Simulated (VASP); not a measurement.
# TaSi7 (Fm-3m) in VASP: relaxation of cell and atoms with PBE

Aim: the relaxation of cell and atoms of TaSi7 with PBE.

Everything below comes from runs of VASP 6.6.1. Logs are shortened: lines on timing, memory, paths and dates and some standing lists are left out, and cuts for length are marked.

**1. The cell of the first run**

Symmetry: Fm-3m, No. 225, cubic system. The conventional cell has a = 9.549 Å, b = 9.549 Å, c = 9.549 Å, α = 90.00°, β = 90.00°, γ = 90.00°. Within 3.3 Å of Ta (site symmetry m-3m) lie 6 Si at 2.46 Å. Within 3.1 Å of Si (site symmetry 4mm) lie 1 Si at 2.31 Å and 1 Ta at 2.46 Å. Si (site symmetry m-3m) has 6 Si at 2.31 Å within 3.1 Å.

The cell was built from a structure type or drawn by symmetry, and may not be a known phase.

**2. Relaxation of cell and atoms, PBE**

INCAR reads:

```
SYSTEM = TaSi7
PREC     = Accurate       ! precision mode
ENCUT    = 600            ! plane-wave cutoff, eV
EDIFF    = 1E-6           ! SCF threshold, eV
ISMEAR   = 0              ! smearing method
SIGMA    = 0.1            ! smearing width, eV
LREAL    = .FALSE.        ! projectors in reciprocal space
LASPH    = .TRUE.         ! aspherical terms in the spheres
NELM     = 60             ! most SCF steps
ALGO     = Normal         ! electronic algorithm
ISIF     = 3              ! what is computed and relaxed
LWAVE    = .FALSE.        ! write WAVECAR
LCHARG   = .FALSE.        ! write CHGCAR
GGA      = PE             ! functional
IBRION   = 2              ! ionic algorithm
NSW      = 100            ! ionic steps
EDIFFG   = -0.01          ! ionic threshold
```

KPOINTS reads:

```
regular mesh
0
G
  8 8 8
  0 0 0
```

POSCAR reads:

```
TaSi7
1.0
    0.0000000000      4.7744353170      4.7744353170
    4.7744353170      0.0000000000      4.7744353170
    4.7744353170      4.7744353170      0.0000000000
Ta Si
1 7
Direct
    0.0000000000      0.0000000000      0.0000000000
    0.7419828595      0.2580171405      0.2580171405
    0.2580171405      0.7419828595      0.7419828595
    0.2580171405      0.7419828595      0.2580171405
    0.7419828595      0.2580171405      0.7419828595
    0.2580171405      0.2580171405      0.7419828595
    0.7419828595      0.7419828595      0.2580171405
    0.5000000000      0.5000000000      0.5000000000
```

Potentials or basis: VASP PAW PBE potentials, release 64 (Ta_pv, Si).

The run is started by

```console
> cat potpaw_PBE.64/Ta_pv/POTCAR potpaw_PBE.64/Si/POTCAR > POTCAR
> mpirun -np 1 vasp_std > vasp.out
```

OUTCAR:

```text
SYSTEM = TaSi7
   PREC = Accurate
   ENCUT = 600
   EDIFF = 1E-6
   ISMEAR = 0
   LREAL = .FALSE.
   LASPH = .TRUE.
   NELM = 60
   ISIF = 3
   GGA = PE
   IBRION = 2
   NSW = 100
   EDIFFG = -0.01

 ion  position               nearest neighbor table
   1  0.000  0.000  0.000-   2 2.46   3 2.46   4 2.46   5 2.46   6 2.46   7 2.46
   2  0.742  0.258  0.258-   8 2.31   1 2.46
   3  0.258  0.742  0.742-   8 2.31   1 2.46
   4  0.258  0.742  0.258-   8 2.31   1 2.46
   5  0.742  0.258  0.742-   8 2.31   1 2.46
   6  0.258  0.258  0.742-   8 2.31   1 2.46
   7  0.742  0.742  0.258-   8 2.31   1 2.46
   8  0.500  0.500  0.500-   2 2.31   3 2.31   4 2.31   5 2.31   6 2.31   7 2.31

  LATTYP: Found a face centered cubic cell.
 ALAT       =     9.5488706340

  Lattice vectors:

 A1 = (   0.0000000000,   4.7744353170,   4.7744353170)
 A2 = (   4.7744353170,   0.0000000000,   4.7744353170)
 A3 = (   4.7744353170,   4.7744353170,   0.0000000000)

Analysis of symmetry for initial positions (statically):
=====================================================================
 Subroutine PRICEL returns:
 Original cell was already a primitive cell.

 Routine SETGRP: Setting up the symmetry group for a
 face centered cubic supercell.

 Subroutine GETGRP returns: Found 48 space group operations
 (whereof 48 operations were pure point group operations)
 out of a pool of 48 trial point group operations.

The static configuration has the point symmetry O_h .

Analysis of symmetry for dynamics (positions and initial velocities):
=====================================================================
 Subroutine PRICEL returns:
 Original cell was already a primitive cell.

 Routine SETGRP: Setting up the symmetry group for a
 face centered cubic supercell.

 Subroutine GETGRP returns: Found 48 space group operations
 (whereof 48 operations were pure point group operations)
 out of a pool of 48 trial point group operations.

The dynamic configuration has the point symmetry O_h .

 Subroutine INISYM returns: Found 48 space group operations
 (whereof 48 operations are pure point group operations),
 and found     1 'primitive' translations

----------------------------------------------------------------------------------------

                                     Primitive cell

  volume of cell :     217.6687

  direct lattice vectors                    reciprocal lattice vectors
     0.000000000  4.774435317  4.774435317    -0.104724426  0.104724426  0.104724426
     4.774435317  0.000000000  4.774435317     0.104724426 -0.104724426  0.104724426
     4.774435317  4.774435317  0.000000000     0.104724426  0.104724426 -0.104724426

  length of vectors
     6.752071178  6.752071178  6.752071178     0.181388027  0.181388027  0.181388027

  position of ions in fractional coordinates (direct lattice)
     0.000000000  0.000000000  0.000000000
     0.741982859  0.258017141  0.258017141
     0.258017141  0.741982859  0.741982859
     0.258017141  0.741982859  0.258017141
     0.741982859  0.258017141  0.741982859
     0.258017141  0.258017141  0.741982859
     0.741982859  0.741982859  0.258017141
     0.500000000  0.500000000  0.500000000

  ion indices of the primitive-cell ions
   primitive index   ion index
                 1           1
                 2           2
                 3           3
                 4           4
                 5           5
                 6           6
                 7           7
                 8           8

----------------------------------------------------------------------------------------

 KPOINTS: regular mesh

Automatic generation of k-mesh.
 Grid dimensions read from file:
 generate k-points for:    8    8    8

 Generating k-lattice:

  Cartesian coordinates                     Fractional coordinates (reciprocal lattice)
    -0.013090553  0.013090553  0.013090553     0.125000000  0.000000000  0.000000000
     0.013090553 -0.013090553  0.013090553     0.000000000  0.125000000  0.000000000
     0.013090553  0.013090553 -0.013090553     0.000000000  0.000000000  0.125000000

  Length of vectors
     0.022673503  0.022673503  0.022673503

  Shift w.r.t. Gamma in fractional coordinates (k-lattice)
     0.000000000  0.000000000  0.000000000

 Subroutine IBZKPT returns following result:
 ===========================================

 Found     29 irreducible k-points:

 Following reciprocal coordinates:
            Coordinates               Weight
  0.000000  0.000000  0.000000      1.000000
  0.125000  0.000000  0.000000      8.000000
  0.250000  0.000000  0.000000      8.000000
  0.375000  0.000000  0.000000      8.000000
  0.500000  0.000000  0.000000      4.000000
  0.125000  0.125000  0.000000      6.000000
[... 16 lines left out ...]
  0.500000  0.250000  0.125000     48.000000
 -0.375000  0.250000  0.125000     24.000000
 [... further k-points ...]
   k-points           NKPTS =     29   k-points in BZ     NKDIM =     29   number of bands    NBANDS=     24
   number of dos      NEDOS =    301   number of ions     NIONS =      8
   total plane-waves  NPLWV = 157464
   dimension x,y,z NGX =    54 NGY =   54 NGZ =   54
   dimension x,y,z NGXF=   108 NGYF=  108 NGZF=  108
   ions per type =               1   7
   NGX,Y,Z   is equivalent  to a cutoff of  13.30, 13.30, 13.30 a.u.
   NGXF,Y,Z  is equivalent  to a cutoff of  26.59, 26.59, 26.59 a.u.
 SYSTEM =  TaSi7
   PREC   = accura    normal or accurate (medium, high low for compatibility)
   ISTART =      0    job   : 0-new  1-cont  2-samecut
   ICHARG =      2    charge: 1-file 2-atom 10-const
   ISPIN  =      1    spin polarized calculation?
   LNONCOLLINEAR =      F non collinear calculations
   LSORBIT =      F    spin-orbit coupling
   LASPH  =      T    aspherical Exc in radial PAW
   ENCUT  =  600.0 eV  44.10 Ry    6.64 a.u.  13.49 13.49 13.49*2*pi/ulx,y,z
   NELM   =     60;   NELMIN=  2; NELMDL= -5     # of ELM steps
   EDIFF  = 0.1E-05   stopping-criterion for ELM
   LREAL  =      F    real-space projection
   EDIFFG = -.1E-01   stopping-criterion for IOM
   NSW    =    100    number of steps for IOM
   IBRION =      2    ionic relax: 0-MD 1-quasi-New 2-CG
   NFREE  =      1    steps in history (QN), initial steepest desc. (CG)
   ISIF   =      3    stress and relaxation
   ISYM   =      2    0-nonsym 1-usesym 2-fastsym
   POTIM  = 0.5000    time-step for ionic-motion
   TEBEG  =    0.0;   TEEND  =   0.0 temperature during run
   PSTRESS=    0.0 pullay stress
   NELECT =      39.0000    total number of electrons
   NUPDOWN=      -1.0000    fix difference up-down
   EMIN   =  10.00;   EMAX   =-10.00  energy-range for DOS
   EFERMI =   0.00;   METHOD = LEGACY
   ISMEAR =     0;   SIGMA  =   0.10  broadening in eV -4-tet -1-fermi 0-gaus
   EFERMI_NEDOS =   21; number of points for ismear=-14 and -15
   IALGO  =     38    algorithm
   IMIX   =      4    mixing-type and parameters
     AMIX     =   0.40;   BMIX     =  1.00
     AMIX_MAG =   1.60;   BMIX_MAG =  1.00
  volume/ion in A,a.u.               =      27.21       183.61
  Fermi-wavevector in a.u.,A,eV,Ry     =   0.922921  1.744067 11.589204  0.851782
  Thomas-Fermi vector in A             =   2.048500
   LORBIT       =      0    0 simple, 1 ext, 2 COOP (PROOUT), +10 PAW based schemes
   GGA     = PE    functional components
   LHFCALC =     F    Hartree Fock is set to
   AEXX    =    0.0000 exact exchange contribution
   IVDW    =     0    specifies the selected vdW correction
   LEPSILON=     F    determine dielectric tensor
   LRPA    =     F    only Hartree local field effects (RPA)
 conjugate gradient relaxation of ions
 non-spin polarized calculation
 Gauss-broadening in eV      SIGMA  =   0.10
  energy-cutoff  :      600.00
  volume of cell :      217.67
 maximum number of plane-waves:      7343
 NGX is ok and might be reduce to    54
   NGX = 27   NGY = 27   NGZ = 27

--------------------------------------- Ionic step        1  -------------------------------------------

 number of electron      38.9999999 magnetization

 Free energy of the ion-electron system (eV)
  ---------------------------------------------------
  ext. energy  EPLUGINS =         0.00000000
  ---------------------------------------------------
  free energy    TOTEN  =       -41.34345864 eV

  energy without entropy =      -41.31848619  energy(sigma->0) =      -41.33097242

------------------------ aborting loop because EDIFF is reached ----------------------------------------

  FORCE on cell =-STRESS in cart. coord.  units (eV):
  Direction    XX          YY          ZZ          XY          YZ          ZX
  --------------------------------------------------------------------------------------
  -------------------------------------------------------------------------------------
  Total       -0.2583159     -0.2583159     -0.2583159      0.0000000     -0.0000000      0.0000000
  in kB       -1.9013657     -1.9013657     -1.9013657      0.0000000     -0.0000000      0.0000000
  external PRESSURE =      -1.9013657 kB  Pullay stress =       0.0000000 kB
[... 111 lines left out ...]
  energy  without entropy=      -41.3195408705  energy(sigma->0) =      -41.33221576

--------------------------------------- Ionic step        4  -------------------------------------------

 number of electron      38.9999999 magnetization

 Free energy of the ion-electron system (eV)
  ---------------------------------------------------
  ext. energy  EPLUGINS =         0.00000000
  ---------------------------------------------------
  free energy    TOTEN  =       -41.34496593 eV

  energy without entropy =      -41.31957866  energy(sigma->0) =      -41.33227229

 E-fermi :   3.0257     XC(G=0):  -8.3291

 val. band max:        2.9962612707   @ k =  -0.3750   0.2500   0.1250
 cond. band min:       3.0417968130   @ k =   0.5000   0.2500   0.1250
 fundamental gap:      0.0455355424
 Fermi energy:         3.0256515190

 k-point     1 :       0.0000    0.0000    0.0000
  band No.  band energies     occupation
      1     -30.7152      2.00000
      2     -30.7152      2.00000
      3     -30.7152      2.00000
      4      -8.3933      2.00000
      5      -4.3728      2.00000
      6      -4.3728      2.00000
[... 637 lines left out ...]
     23       4.7696      0.00000
     24       5.1542      0.00000

 [... further k-points ...]

------------------------ aborting loop because EDIFF is reached ----------------------------------------

  FORCE on cell =-STRESS in cart. coord.  units (eV):
  Direction    XX          YY          ZZ          XY          YZ          ZX
  --------------------------------------------------------------------------------------
  -------------------------------------------------------------------------------------
  Total       -0.0104278     -0.0104278     -0.0104278      0.0000000      0.0000000      0.0000000
  in kB       -0.0770550     -0.0770550     -0.0770550      0.0000000      0.0000000      0.0000000
  external PRESSURE =      -0.0770550 kB  Pullay stress =       0.0000000 kB
[... 23 lines left out ...]
  FREE ENERGIE OF THE ION-ELECTRON SYSTEM (eV)
  ---------------------------------------------------
  free  energy   TOTEN  =       -41.3449659278 eV

  energy  without entropy=      -41.3195786604  energy(sigma->0) =      -41.33227229

 reached required accuracy - stopping structural energy minimisation
```

Run time: 7.7 min. Hardware: 1 thread of Intel Xeon Platinum 8559C (Emerald Rapids), shared host; peak memory 0.52 GiB.

What came out:

- Free energy: -41.3450 eV
- Relaxed volume: 27.10 Å³/atom
- Relaxed cell: a = 6.743 Å, b = 6.743 Å, c = 6.743 Å, α = 60.00°, β = 60.00°, γ = 60.00°
- Space group after relaxing (to 0.1 Å): Fm-3m (No. 225)
- Energy gained by relaxing: 0.2 meV/atom
- Ionic steps: 4
- Pressure after relaxing: 0.0 GPa
- Band gap on the k mesh: zero (an odd number of electrons rules out a gap without spin polarisation)

Forces in eV/Å, atoms in the order of the input:
```
Ta   0.000  0.000  0.000
Si  -0.003  0.000  0.000
Si   0.003  0.000  0.000
Si   0.000 -0.003  0.000
Si   0.000  0.003  0.000
Si   0.000  0.000 -0.003
Si   0.000  0.000  0.003
Si   0.000  0.000  0.000
```

Step by step:
```
step  energy change (eV)  largest force (eV/Å)  pressure (GPa)  volume (Å³)
   1              0.0000                0.0714           -0.19       217.67
   2             -0.0014                0.0201            0.04       216.65
   3             -0.0014                0.0173            0.05       216.60
   4             -0.0015                0.0028           -0.01       216.82
```

Final structure:
```cif
data_structure
_symmetry_space_group_name_H-M 'P 1'
_symmetry_Int_Tables_number 1
_cell_length_a 6.7433
_cell_length_b 6.7433
_cell_length_c 6.7433
_cell_angle_alpha 60.000
_cell_angle_beta 60.000
_cell_angle_gamma 60.000
_cell_volume 216.82
loop_
_atom_site_label
_atom_site_type_symbol
_atom_site_fract_x
_atom_site_fract_y
_atom_site_fract_z
_atom_site_occupancy
Ta1 Ta 0.00000 0.00000 0.00000 1
Si1 Si 0.74149 0.25851 0.25851 1
Si2 Si 0.25851 0.74149 0.74149 1
Si3 Si 0.25851 0.74149 0.25851 1
Si4 Si 0.74149 0.25851 0.74149 1
Si5 Si 0.25851 0.25851 0.74149 1
Si6 Si 0.74149 0.74149 0.25851 1
Si7 Si 0.50000 0.50000 0.50000 1
```

Levels at points of the mesh, in eV from the Fermi level:
| k point | band 16 | band 17 | band 18 | band 19 | band 20 | band 21 | band 22 | band 23 | band 24 |
| --- | --- | --- | --- | --- | --- | --- | --- | --- | --- |
| (0.00, 0.00, 0.00) | -2.88 | -0.58 | -0.58 | 0.78 | 1.28 | 1.28 | 1.28 | 1.97 | 1.97 |
| (0.50, 0.00, 0.00) | -1.72 | -1.27 | -1.27 | -1.12 | 0.46 | 0.46 | 2.72 | 2.72 | 2.79 |
| (0.50, 0.50, 0.00) | -1.36 | -1.08 | -0.61 | -0.38 | -0.38 | 0.55 | 0.71 | 0.82 | 0.82 |

Caveat: spin-orbit coupling is left out, which moves the levels of the heavy elements.
